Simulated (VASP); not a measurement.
## Be: single point with PBE

Crystal: Be.

```
CELL_PARAMETERS angstrom
0.00000 1.63999 1.63999
1.63999 0.00000 1.63999
1.63999 1.63999 0.00000
ATOMIC_POSITIONS crystal
Be 0.00000 0.00000 0.00000
```

This cell differs from its parent crystal: volume scaled by 1.12.

```json
{
 "Program": "VASP 6.6.1",
 "Task": "single point",
 "Functional": "PBE",
 "Potentials or basis": "VASP PAW PBE potentials, release 64 (Be)",
 "Cutoff": "520 eV",
 "k mesh": "28 × 28 × 28",
 "Occupations": "fermi-dirac, width 0.1 eV",
 "Spin": "no spin polarisation",
 "Dipole correction": "no",
 "Further INCAR settings": "ALGO = Normal; EDIFF = 1e-06; NBANDS = 7"
}
```

- Pressure: -11.0 GPa
- Band gap on the k mesh: zero (band 1 reaches 7.54 eV, above the bottom of band 2 at 6.33 eV)

Levels at points of the mesh, in eV from the Fermi level:
```tsv
k point	band 1	band 2	band 3	band 4	band 5
(0.00, 0.00, 0.00)	-11.05	17.90	17.90	17.90	27.27
(0.50, 0.00, 0.00)	-4.66	-0.13	15.23	15.23	24.65
(0.50, 0.50, 0.00)	-2.27	3.58	8.91	8.91	14.39
```

Wall time 15 s on 1 thread of Intel(R) Xeon(R) Platinum 8488C (Sapphire Rapids), with other jobs on the host, peak memory 0.14 GiB.
